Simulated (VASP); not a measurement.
Input of a VASP 6.6.1 run:

INCAR

```
SYSTEM = AlN
PREC = Accurate ; ENCUT = 520
EDIFF = 1E-6 ; ISMEAR = 0
SIGMA = 0.05 ; LREAL = .FALSE.
LASPH = .TRUE. ; NELM = 60
ALGO = Normal ; ISIF = 2
LWAVE = .FALSE. ; LCHARG = .TRUE.
GGA = PE ; LELF = .TRUE.
LVHAR = .TRUE. ; NBANDS = 26
```

File KPOINTS:

```
Automatic mesh
0
G
  6 6 6
  0 0 0
```

The input POSCAR:

```
AlN
1.0
    4.4025164325      0.0000000000      0.0000000000
    0.0000000000     -4.4025164325      0.0000000000
    0.0000000000      0.0000000000     -4.4025164325
Al N
4 4
Direct
   -0.0202373928      0.0572399908     -0.0202373928
    0.5000000000      0.5000000000      0.0000000000
    0.5000000000      0.0000000000      0.5000000000
    0.0000000000      0.5000000000      0.5000000000
    0.7500000000      0.7500000000      0.7500000000
    0.2500000000      0.2500000000      0.7500000000
    0.2500000000      0.7500000000      0.2500000000
    0.7500000000      0.2500000000      0.2500000000
```

Potentials or basis: VASP PAW PBE potentials, release 64 (Al, N).

Launch:

```sh
$ cat potpaw_PBE.64/Al/POTCAR potpaw_PBE.64/N/POTCAR > POTCAR
$ mpirun -np 1 vasp_std > vasp.out
```

**Question.** What does it give for the band gap on the k mesh?

**Answer.** 1.97 eV, direct.

**Question.** What does it give for the largest force?

**Answer.** 4.744 eV/Å.

**Question.** Estimate the pressure.

**Answer.** 2.0 GPa.

Stress tensor (GPa, compression positive):
```
 3.19 -0.11  3.77
-0.11 -0.25  0.11
 3.77  0.11  3.19
```

Caveat: the cell differs from its parent crystal (atom 1 (Al) moved by -0.126 Å along [1 1 0] and -0.252 Å along [0 0 1]); forces of over 1 eV/Å act on the atoms, so gaps and moduli don't describe the material at rest.
